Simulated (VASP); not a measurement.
# Ti in VASP: further runs

The runs below take Ti through single point, with PBE.

Everything below comes from runs of VASP 6.6.1. Logs are shortened: lines on timing, memory, paths and dates and some standing lists are left out, and cuts for length are marked.

## Step 1: The cell of the first run

The typed cell holds 1 atom: a = 2.874 Å, b = 2.874 Å, c = 2.791 Å, α = 69.94°, β = 69.94°, γ = 109.47°.

## Step 2: Single point, PBE

Contents of INCAR:

```
SYSTEM = Ti
PREC = Accurate ; ENCUT = 520
EDIFF = 1E-6 ; ISMEAR = 0
SIGMA = 0.1 ; LREAL = .False.
LASPH = .True. ; NELM = 100
ALGO = Fast ; ISIF = 2
LWAVE = .False. ; LCHARG = .False.
GGA = PE ; ISYM = 0
NBANDS = 12
```

Contents of KPOINTS:

```
Automatic mesh
0
Gamma
  13 13 15
  0 0 0
```

Contents of POSCAR:

```
Ti
1.0
    2.8741561092     -0.0000000408     -0.0004075318
   -0.9580520749      2.7097803531     -0.0004075318
    0.9577330683      1.3544390944      2.2450382118
Ti
1
Direct
    0.0000000000      0.0000000000      0.0000000000
```

Potentials or basis: VASP PAW PBE potentials, release 64 (Ti_sv).

The run is started by

```sh
cat potpaw_PBE.64/Ti_sv/POTCAR > POTCAR
mpirun -np 1 vasp_std > vasp.out
```

OUTCAR:

```text
SYSTEM = Ti
   PREC = Accurate
   ENCUT = 520
   EDIFF = 1E-6
   ISMEAR = 0
   LREAL = .False.
   LASPH = .True.
   NELM = 100
   ISIF = 2
   GGA = PE
   ISYM = 0

 ion  position               nearest neighbor table
   1  0.000  0.000  0.000-

IMPORTANT INFORMATION: All symmetrisations will be switched off!
NOSYMM: (Re-)initialisation of all symmetry stuff for point group C_1.

----------------------------------------------------------------------------------------

                                     Primitive cell

  volume of cell :      17.4883

  direct lattice vectors                    reciprocal lattice vectors
     2.874156109 -0.000000041 -0.000407532     0.347896652  0.122966569 -0.222598820
    -0.958052075  2.709780353 -0.000407532    -0.000031557  0.368988966 -0.222598820
     0.957733068  1.354439094  2.245038212     0.000063146  0.000089302  0.445345902

  length of vectors
     2.874156138  2.874156138  2.791407255     0.430932817  0.430932817  0.445345916

  position of ions in fractional coordinates (direct lattice)
     0.000000000  0.000000000  0.000000000

  ion indices of the primitive-cell ions
   primitive index   ion index
                 1           1

----------------------------------------------------------------------------------------

 KPOINTS: Automatic mesh

Automatic generation of k-mesh.
 Grid dimensions read from file:
 generate k-points for:   13   13   15

 Generating k-lattice:

  Cartesian coordinates                     Fractional coordinates (reciprocal lattice)
     0.026761281  0.009458967 -0.017122986     0.076923077  0.000000000  0.000000000
    -0.000002427  0.028383767 -0.017122986     0.000000000  0.076923077  0.000000000
     0.000004210  0.000005953  0.029689727    -0.000000000  0.000000000  0.066666667

  Length of vectors
     0.033148678  0.033148678  0.029689728

  Shift w.r.t. Gamma in fractional coordinates (k-lattice)
     0.000000000  0.000000000  0.000000000

 Subroutine IBZKPT returns following result:
 ===========================================

 Found   1268 irreducible k-points:

 Following reciprocal coordinates:
            Coordinates               Weight
  0.000000  0.000000  0.000000      1.000000
  0.076923  0.000000  0.000000      2.000000
 -0.000000 -0.076923 -0.000000      2.000000
  0.153846 -0.000000  0.000000      2.000000
 -0.000000 -0.153846 -0.000000      2.000000
  0.230769  0.000000  0.000000      2.000000
[... 16 lines left out ...]
  0.461538  0.076923 -0.000000      2.000000
 -0.076923 -0.461538  0.000000      2.000000
[... 28 lines left out ...]
   TEBEG  =    0.0;   TEEND  =   0.0 temperature during run
   PSTRESS=    0.0 pullay stress
   NELECT =      12.0000    total number of electrons
   NUPDOWN=      -1.0000    fix difference up-down
   EMIN   =  10.00;   EMAX   =-10.00  energy-range for DOS
   EFERMI =   0.00;   METHOD = LEGACY
   ISMEAR =     0;   SIGMA  =   0.10  broadening in eV -4-tet -1-fermi 0-gaus
   EFERMI_NEDOS =   21; number of points for ismear=-14 and -15
   IALGO  =     68    algorithm
   IMIX   =      4    mixing-type and parameters
     AMIX     =   0.40;   BMIX     =  1.00
     AMIX_MAG =   1.60;   BMIX_MAG =  1.00
  volume/ion in A,a.u.               =      17.49       118.02
  Fermi-wavevector in a.u.,A,eV,Ry     =   1.443953  2.728675 28.368133  2.084999
  Thomas-Fermi vector in A             =   2.562302
   LORBIT       =      0    0 simple, 1 ext, 2 COOP (PROOUT), +10 PAW based schemes
   GGA     = PE    functional components
   LHFCALC =     F    Hartree Fock is set to
   AEXX    =    0.0000 exact exchange contribution
   IVDW    =     0    specifies the selected vdW correction
   LEPSILON=     F    determine dielectric tensor
   LRPA    =     F    only Hartree local field effects (RPA)
 non-spin polarized calculation
 RMM-DIIS sequential band-by-band and
 Gauss-broadening in eV      SIGMA  =   0.10
  energy-cutoff  :      520.00
  volume of cell :       17.49
 maximum number of plane-waves:       486
 NGX is ok and might be reduce to    24
   NGX = 11   NGY = 11   NGZ = 11

 number of electron      12.0000001 magnetization

 Free energy of the ion-electron system (eV)
  ---------------------------------------------------
  ext. energy  EPLUGINS =         0.00000000
  ---------------------------------------------------
  free energy    TOTEN  =        -7.72525103 eV

  energy without entropy =       -7.71357647  energy(sigma->0) =       -7.71941375

 E-fermi :   8.0116     XC(G=0): -11.4610

 val. band max:        8.0115973280   @ k =  -0.1538  -0.1538   0.0667
 cond. band min:       8.0136204976   @ k =   0.0000   0.1538  -0.2000
 fundamental gap:      0.0020231696
 Fermi energy:         8.0116179105

 k-point     1 :       0.0000    0.0000    0.0000
  band No.  band energies     occupation
      1     -48.5341      2.00000
      2     -24.4248      2.00000
      3     -24.3951      2.00000
      4     -24.3697      2.00000
      5       2.0785      2.00000
      6       8.7271      0.00000
      7       9.0650      0.00000
      8       9.1635      0.00000
      9      10.6514      0.00000
     10      10.8552      0.00000
     11      25.0607      0.00000
     12      25.1412      0.00000
[... 331 lines left out ...]
 k-point    24 :      -0.0769   -0.4615    0.0000
  band No.  band energies     occupation
      1     -48.4050      2.00000
      2     -25.0481      2.00000
      3     -24.6155      2.00000
      4     -24.4022      2.00000
      5       5.7061      2.00000
      6       7.6762      2.00000
      7       8.8439      0.00000
      8      10.6455      0.00000
      9      11.1766      0.00000
     10      12.4459      0.00000
     11      16.6258      0.00000
     12      21.0827      0.00000

 [... further k-points ...]

------------------------ aborting loop because EDIFF is reached ----------------------------------------

  FORCE on cell =-STRESS in cart. coord.  units (eV):
  Direction    XX          YY          ZZ          XY          YZ          ZX
  --------------------------------------------------------------------------------------
  -------------------------------------------------------------------------------------
  Total       -0.2984142     -0.2232260     -0.0401104      0.1063328     -0.0015048     -0.0010680
  in kB      -27.3390336    -20.4507081     -3.6746885      9.7416124     -0.1378601     -0.0978405
  external PRESSURE =     -17.1548101 kB  Pullay stress =       0.0000000 kB

 VOLUME and BASIS-vectors are now :
 -----------------------------------------------------------------------------
  energy-cutoff  :      520.00
  volume of cell :       17.49
      direct lattice vectors                 reciprocal lattice vectors
     2.874156109 -0.000000041 -0.000407532     0.347896652  0.122966569 -0.222598820
    -0.958052075  2.709780353 -0.000407532    -0.000031557  0.368988966 -0.222598820
     0.957733068  1.354439094  2.245038212     0.000063146  0.000089302  0.445345902

 POSITION                                       TOTAL-FORCE (eV/Angst)
 -----------------------------------------------------------------------------------
      0.00000      0.00000      0.00000        -0.000002      0.000002      0.000000
 -----------------------------------------------------------------------------------
    total drift:                               -0.000002      0.000002      0.000000

  FREE ENERGIE OF THE ION-ELECTRON SYSTEM (eV)
  ---------------------------------------------------
  free  energy   TOTEN  =        -7.7252510269 eV

  energy  without entropy=       -7.7135764689  energy(sigma->0) =       -7.71941375
```

stdout:

```text
POSCAR found type information on POSCAR Ti
 POSCAR found :  1 types and       1 ions
 scaLAPACK will be used
 LDA part: xc-table for (Slater+PW92), standard interpolation
 POSCAR, INCAR and KPOINTS ok, starting setup
 FFT: planning ... GRIDC
 FFT: planning ... GRID_SOFT
 FFT: planning ... GRID
 WAVECAR not read
 entering main loop
WARNING in EDDRMM: call to ZHEGV failed, returncode =   6  3      6
WARNING in EDDRMM: call to ZHEGV failed, returncode =   6  3      5
WARNING in EDDRMM: call to ZHEGV failed, returncode =   8  4     12
WARNING in EDDRMM: call to ZHEGV failed, returncode =   6  3      5
WARNING in EDDRMM: call to ZHEGV failed, returncode =   8  4     10
WARNING in EDDRMM: call to ZHEGV failed, returncode =   6  3      9
WARNING in EDDRMM: call to ZHEGV failed, returncode =   6  3      8
WARNING in EDDRMM: call to ZHEGV failed, returncode =   6  3     10
WARNING in EDDRMM: call to ZHEGV failed, returncode =   8  4      5
WARNING in EDDRMM: call to ZHEGV failed, returncode =   6  3      5
[... 8 lines left out ...]
WARNING in EDDRMM: call to ZHEGV failed, returncode =   6  3      5
WARNING in EDDRMM: call to ZHEGV failed, returncode =   6  3      5
WARNING in EDDRMM: call to ZHEGV failed, returncode =   6  3      9
WARNING in EDDRMM: call to ZHEGV failed, returncode =   6  3      5
WARNING in EDDRMM: call to ZHEGV failed, returncode =   6  3      5
WARNING in EDDRMM: call to ZHEGV failed, returncode =   6  3      5
WARNING in EDDRMM: call to ZHEGV failed, returncode =   6  3     10
WARNING in EDDRMM: call to ZHEGV failed, returncode =   6  3      5
WARNING in EDDRMM: call to ZHEGV failed, returncode =   8  4     11
WARNING in EDDRMM: call to ZHEGV failed, returncode =   6  3      6
```

Run time: 7.6 min. Hardware: 1 thread of Intel Xeon 8259CL, shared host; peak memory 0.36 GiB.

Results:

```
Free energy            : -7.7253 eV
Pressure               : -1.7 GPa
Band gap on the k mesh : zero (bands 6 and 7 overlap by 1.48 eV)
```

## Step 3: Single point, PBE

Contents of INCAR:

```
PREC = Accurate
ENCUT = 520
EDIFF = 1E-6
ISMEAR = 0
SIGMA = 0.1
LREAL = F
LASPH = T
NELM = 80
ALGO = Fast
ISIF = 2
LWAVE = F
LCHARG = F
GGA = PE
NBANDS = 12
ISYM = 0
```

Contents of KPOINTS:

```
Automatic mesh
0
Gamma
  13 13 15
```

Contents of POSCAR:

```
Ti
1.0
    2.8741561381      0.0000000000      0.0000000000
   -0.9580520460      2.7097803940      0.0000000000
    0.9580520460      1.3548901970      2.2494165829
Ti
1
Direct
    0.0000000000      0.0000000000      0.0000000000
```

Potentials or basis: VASP PAW PBE potentials, release 64 (Ti_sv).

The run is started by

```sh
cat potpaw_PBE.64/Ti_sv/POTCAR > POTCAR
mpirun -np 1 vasp_std > vasp.out
```

It took 7.2 min on 1 thread of Intel Xeon 8259CL, shared host; peak memory 0.36 GiB.

Results (log left out):

```
Free energy            : -7.7252 eV
Pressure               : -1.9 GPa
Band gap on the k mesh : zero (bands 6 and 7 overlap by 1.48 eV)
```

Stress tensor (GPa, compression positive):
```
-2.88  0.93 -0.02
 0.93 -2.22 -0.03
-0.02 -0.03 -0.59
```

Levels at points of the mesh, in eV from the Fermi level:
| k point | band 3 | band 4 | band 5 | band 6 | band 7 | band 8 | band 9 | band 10 |
| --- | --- | --- | --- | --- | --- | --- | --- | --- |
| (0.00, 0.00, 0.00) | -32.41 | -32.39 | -5.93 | 0.73 | 1.05 | 1.14 | 2.64 | 2.83 |
